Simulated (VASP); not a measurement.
Runs of VASP 6.6.1 on B2O. The structure is that of space group P-3m1 (No. 164), or close to it. The cells are those of the table. 

| cell | further INCAR settings | gap on the mesh (eV) | pressure (GPa) | largest force (eV/Å) |
| --- | --- | --- | --- | --- |
| a = 2.539, b = 2.539, c = 8.557 Å, angles 90.0, 90.0, 120.0°, 6 atoms | ALGO = Fast; EDIFF = 1e-07; NBANDS = 21 | none | 19.8 | 3.10 |
| a = 2.472, b = 2.472, c = 9.029 Å, angles 90.0, 90.0, 120.0°, 6 atoms | ALGO = Fast; EDIFF = 1e-06; NBANDS = 21 | none | 25.5 | 1.46 |
| a = 2.375, b = 2.375, c = 9.784 Å, angles 90.0, 90.0, 120.0°, 6 atoms | ALGO = Fast; EDIFF = 1e-06; NBANDS = 21 | none | (a) | 3.02 |
| a = 2.343, b = 2.343, c = 10.050 Å, angles 90.0, 90.0, 120.0°, 6 atoms | ALGO = Fast; EDIFF = 1e-07; NBANDS = 21 | none | 43.4 | 3.61 |
| a = 2.506, b = 2.506, c = 8.790 Å, angles 90.0, 90.0, 120.0°, 6 atoms | ALGO = Fast; EDIFF = 1e-06; NBANDS = 21 | none | 22.5 | 1.98 |
| a = 2.407, b = 2.407, c = 9.526 Å, angles 90.0, 90.0, 120.0°, 6 atoms | ALGO = Fast; EDIFF = 1e-06; NBANDS = 21 | none | (b) | 2.43 |

Alike in all rows: task single point; level PBE+D3(BJ); potentials or basis VASP PAW PBE potentials, release 64 (B, O); no spin polarisation; k mesh 21 × 21 × 6; cutoff (eV) 520; smearing gaussian 0.15 eV.

Q: Fill in the values left out.

A: (a) 38.3; (b) 33.3.

Caveats: forces of over 1 eV/Å act on the atoms, so gaps and moduli don't describe the material at rest; the stress differs along the axes, from 13 to 34 GPa (at least some runs); the cell stands under pressure (at least some runs); the stress differs along the axes, from 9 to 53 GPa (at least some runs); the stress differs along the axes, from 6 to 62 GPa (at least some runs); the stress differs along the axes, from 20 to 28 GPa (at least some runs); the stress differs along the axes, from 13 to 43 GPa (at least some runs).

A gap of «none» marks levels without a gap at the run's occupations.
